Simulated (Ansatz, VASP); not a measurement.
# Two plane-wave programs on CdSe

```
CELL_PARAMETERS angstrom
0.00000 3.07027 3.07027
3.07027 0.00000 3.07027
3.07027 3.07027 0.00000
ATOMIC_POSITIONS crystal
Cd 0.00000 0.00000 0.00000
Se 0.25000 0.25000 0.25000
```

Alike in both runs: functional BHLYP; k mesh 4 × 4 × 4; occupations fermi-dirac, width 0.05 eV; no spin polarisation.

```csv
,VASP,Ansatz
version,VASP 6.6.1,Ansatz 0.2.0
potentials or method,"VASP PAW PBE potentials, release 64 (Cd, Se)",Ansatz PAW
plane-wave cutoff (eV),520,420
valence electrons in the cell,18,36
task,single point,band structure
```

```csv
,VASP,Ansatz,Ansatz less VASP
gap on the k mesh at the Fermi level (eV),3.88,3.78,-0.102
least direct gap on the mesh (eV),3.88,3.78,-0.102
pressure (GPa),1.4,1.5,+0.04
```

VASP's potentials were made for PBE, not for BHLYP. VASP's potentials hold 18 valence electrons a cell and Ansatz's 36, so a difference there can come from the potentials and not from the codes.

The k mesh is coarse, so the values compare programs but aren't converged.
